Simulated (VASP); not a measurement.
# ZnS (P1) in VASP: further runs, part 2 of 2

VASP 6.6.1. Earlier steps stand in the parts before.

## (4) Single point, PBE (atom 5 (S) moved -0.300 Å along Cartesian [1 -1 0])

Contents of INCAR:

```
SYSTEM = ZnS
  PREC = Accurate
  ENCUT = 520
  EDIFF = 1E-7
  ISMEAR = 0
  SIGMA = 0.05
  LREAL = .FALSE.
  LASPH = .TRUE.
  NELM = 100
  ALGO = Normal
  ISIF = 2
  LWAVE = .FALSE.
  LCHARG = .TRUE.
  GGA = PE
  LELF = .TRUE.
  LVHAR = .TRUE.
  NBANDS = 46
```

Contents of KPOINTS:

```
regular mesh
0
G
  12 12 2
  0 0 0
```

Contents of POSCAR:

```
ZnS
1.0
    3.8467234448      0.0000000000      0.0000000000
   -1.9233617224      3.3313602246      0.0000000000
    0.0000000000      0.0000000000     12.5902250307
Zn S
4 4
Direct
    0.0000000000      0.0000000000      0.0000503469
    0.0000000000      0.0000000000      0.5000503469
    0.3333333333      0.6666666667      0.2500245139
    0.6666666667      0.3333333333      0.7500245139
   -0.0233075105      0.0636773030      0.1872896977
    0.0000000000      0.0000000000      0.6872896977
    0.3333333333      0.6666666667      0.4376354415
    0.6666666667      0.3333333333      0.9376354415
```

Potentials or basis: VASP PAW PBE potentials, release 64 (Zn, S).

Started as:

```console
$ cat potpaw_PBE.64/Zn/POTCAR potpaw_PBE.64/S/POTCAR > POTCAR
$ mpirun -np 1 vasp_std > vasp.out
```

OUTCAR:

```text
SYSTEM = ZnS
   PREC = Accurate
   ENCUT = 520
   EDIFF = 1E-7
   ISMEAR = 0
   LREAL = .FALSE.
   LASPH = .TRUE.
   NELM = 100
   ISIF = 2
   GGA = PE

 ion  position               nearest neighbor table
   1  0.000  0.000  0.000-   8 2.36   8 2.36   8 2.36   5 2.38
   2  0.000  0.000  0.500-   7 2.36   7 2.36   7 2.36   6 2.36
   3  0.333  0.667  0.250-   5 2.17   5 2.30   7 2.36   5 2.63
   4  0.667  0.333  0.750-   6 2.36   6 2.36   6 2.36   8 2.36
   5  0.977  0.064  0.187-   3 2.17   3 2.30   1 2.38   3 2.63
   6  0.000  0.000  0.687-   4 2.36   4 2.36   4 2.36   2 2.36
   7  0.333  0.667  0.438-   2 2.36   2 2.36   2 2.36   3 2.36
   8  0.667  0.333  0.938-   1 2.36   1 2.36   1 2.36   4 2.36

  LATTYP: Found a hexagonal cell.
 ALAT       =     3.8467234448
 C/A-ratio  =     3.2729737948

  Lattice vectors:

 A1 = (   3.8467234448,   0.0000000000,   0.0000000000)
 A2 = (  -1.9233617224,   3.3313602246,   0.0000000000)
 A3 = (   0.0000000000,   0.0000000000,  12.5902250307)

Analysis of symmetry for initial positions (statically):
[... 191 lines left out ...]
 Fermi energy:         2.1767254168

 k-point     1 :       0.0000    0.0000    0.0000
  band No.  band energies     occupation
      1     -11.1083      2.00000
      2     -10.7159      2.00000
      3     -10.6864      2.00000
      4     -10.2184      2.00000
      5      -4.5461      2.00000
      6      -4.4399      2.00000
[... 1165 lines left out ...]
     45       8.5917      0.00000
     46       9.0593      0.00000

 [... further k-points ...]

------------------------ aborting loop because EDIFF is reached ----------------------------------------

  FORCE on cell =-STRESS in cart. coord.  units (eV):
  Direction    XX          YY          ZZ          XY          YZ          ZX
  --------------------------------------------------------------------------------------
  -------------------------------------------------------------------------------------
  Total       -0.0373542      1.9828049      0.3964926      0.6309209      0.7344257     -0.0246080
  in kB       -0.3709405     19.6899452      3.9373101      6.2652647      7.2931036     -0.2443657
  external PRESSURE =       7.7521049 kB  Pullay stress =       0.0000000 kB

 VOLUME and BASIS-vectors are now :
 -----------------------------------------------------------------------------
  energy-cutoff  :      520.00
  volume of cell :      161.34
      direct lattice vectors                 reciprocal lattice vectors
     3.846723445  0.000000000  0.000000000     0.259961501  0.150088842  0.000000000
    -1.923361722  3.331360225  0.000000000     0.000000000  0.300177685  0.000000000
     0.000000000  0.000000000 12.590225031     0.000000000  0.000000000  0.079426698

 POSITION                                       TOTAL-FORCE (eV/Angst)
 -----------------------------------------------------------------------------------
      0.00000      0.00000      0.00063        -0.036355      0.053308      0.065049
      0.00000      0.00000      6.29575        -0.004844      0.002307     -0.000495
     -0.00000      2.22091      3.14786        -0.418186      1.243729      0.404424
      1.92336      1.11045      9.44298        -0.012702      0.010930     -0.000388
      3.63459      0.21213      2.35802         0.596875     -1.449189     -0.474720
      0.00000      0.00000      8.65313        -0.003247      0.003710     -0.002286
     -0.00000      2.22091      5.50993        -0.037777      0.058288      0.013168
      1.92336      1.11045     11.80504        -0.083764      0.076918     -0.004752
 -----------------------------------------------------------------------------------
    total drift:                               -0.000060      0.000032      0.000403

  FREE ENERGIE OF THE ION-ELECTRON SYSTEM (eV)
  ---------------------------------------------------
  free  energy   TOTEN  =       -27.1661878137 eV

  energy  without entropy=      -27.1661878137  energy(sigma->0) =      -27.16618781
```

OSZICAR:

```text
N       E                     dE             d eps       ncg     rms          rms(c)
DAV:   1     0.589918435954E+03    0.58992E+03   -0.33238E+04 13616   0.188E+03
DAV:   2     0.521283419398E+02   -0.53779E+03   -0.51680E+03 13616   0.434E+02
DAV:   3    -0.251082182623E+02   -0.77237E+02   -0.76098E+02 14914   0.152E+02
DAV:   4    -0.288662639972E+02   -0.37580E+01   -0.37420E+01 16746   0.336E+01
DAV:   5    -0.289241217613E+02   -0.57858E-01   -0.57831E-01 16018   0.424E+00    0.136E+01
DAV:   6    -0.271275045493E+02    0.17966E+01   -0.36708E+00 21140   0.419E+01    0.105E+01
DAV:   7    -0.272357212273E+02   -0.10822E+00   -0.45154E+00 15266   0.840E+00    0.406E+00
DAV:   8    -0.271657427193E+02    0.69979E-01   -0.29769E-01 17256   0.508E+00    0.123E+00
DAV:   9    -0.271653451864E+02    0.39753E-03   -0.72186E-02 17652   0.290E+00    0.400E-01
DAV:  10    -0.271656532828E+02   -0.30810E-03   -0.43356E-03 16120   0.110E+00    0.228E-01
DAV:  11    -0.271659638777E+02   -0.31059E-03   -0.67145E-04 17028   0.367E-01    0.110E-01
DAV:  12    -0.271661864783E+02   -0.22260E-03   -0.42837E-04 14930   0.230E-01    0.584E-02
DAV:  13    -0.271661818384E+02    0.46400E-05   -0.41181E-05 16580   0.128E-01    0.132E-02
DAV:  14    -0.271661843653E+02   -0.25269E-05   -0.87463E-06 15214   0.207E-02    0.956E-03
DAV:  15    -0.271661879024E+02   -0.35371E-05   -0.61773E-06 14828   0.252E-02    0.635E-03
DAV:  16    -0.271661878137E+02    0.88656E-07   -0.63048E-07 15702   0.127E-02
   1 F= -.27166188E+02 E0= -.27166188E+02  d E =-.634943E-11
```

It took 17 min on 1 thread of Oxide Virtual Turin-like, shared host; peak memory 0.81 GiB.

Results:

```
Free energy            : -27.1662 eV
Pressure               : 0.8 GPa
Largest force          : 1.638 eV/Å
Band gap on the k mesh : 1.99 eV
```

Forces in eV/Å, atoms in the order of the input:
```
Zn  -0.036  0.053  0.065
Zn  -0.005  0.002  0.000
Zn  -0.418  1.244  0.404
Zn  -0.013  0.011  0.000
S    0.597 -1.449 -0.475
S   -0.003  0.004 -0.002
S   -0.038  0.058  0.013
S   -0.084  0.077 -0.005
```

Levels at points of the mesh, in eV from the valence-band top:
```
           k point  band 33  band 34  band 35  band 36  band 37  band 38  band 39  band 40
(0.00, 0.00, 0.00)    -0.33    -0.11    -0.08     0.00     1.99     3.12     3.28     3.50
(0.50, 0.00, 0.00)    -1.58    -1.43    -1.14    -0.80     3.25     3.28     3.71     4.25
(0.00, 0.50, 0.00)    -1.59    -1.44    -1.18    -0.85     3.24     3.33     3.79     4.31
(0.50, 0.50, 0.00)    -1.60    -1.52    -1.06    -0.91     3.12     3.28     3.60     4.22
(0.00, 0.00, 0.50)    -0.32    -0.23    -0.19    -0.05     2.83     2.85     3.20     3.27
(0.50, 0.00, 0.50)    -1.59    -1.51    -1.13    -0.94     3.60     3.64     3.91     3.95
(0.00, 0.50, 0.50)    -1.67    -1.44    -1.13    -0.99     3.61     3.69     3.94     4.11
(0.50, 0.50, 0.50)    -1.64    -1.30    -1.15    -1.12     3.45     3.49     3.78     3.96
```

Caveat: the cell differs from its parent crystal (atom 5 (S) moved -0.300 Å along Cartesian [1 -1 0]); forces of over 1 eV/Å act on the atoms, so gaps and moduli don't describe the material at rest.

## (5) Summary

| cell | gap on the mesh (eV) | pressure (GPa) | largest force (eV/Å) |
| --- | --- | --- | --- |
| as given, atomic positions A | 1.98 | 0.8 | 2.19 |
| as given, atomic positions B | 2.01 | 0.5 | 1.09 |
| as given, atomic positions C | 1.99 | 0.8 | 1.64 |

Alike in all rows: task single point; level PBE; potentials or basis VASP PAW PBE potentials, release 64 (Zn, S); no spin polarisation; k mesh 12 × 12 × 2; cutoff (eV) 520; smearing gaussian 0.05 eV.

Caveats: forces of over 1 eV/Å act on the atoms, so gaps and moduli don't describe the material at rest.

Absolute energies hang on the potentials; compare differences alone.
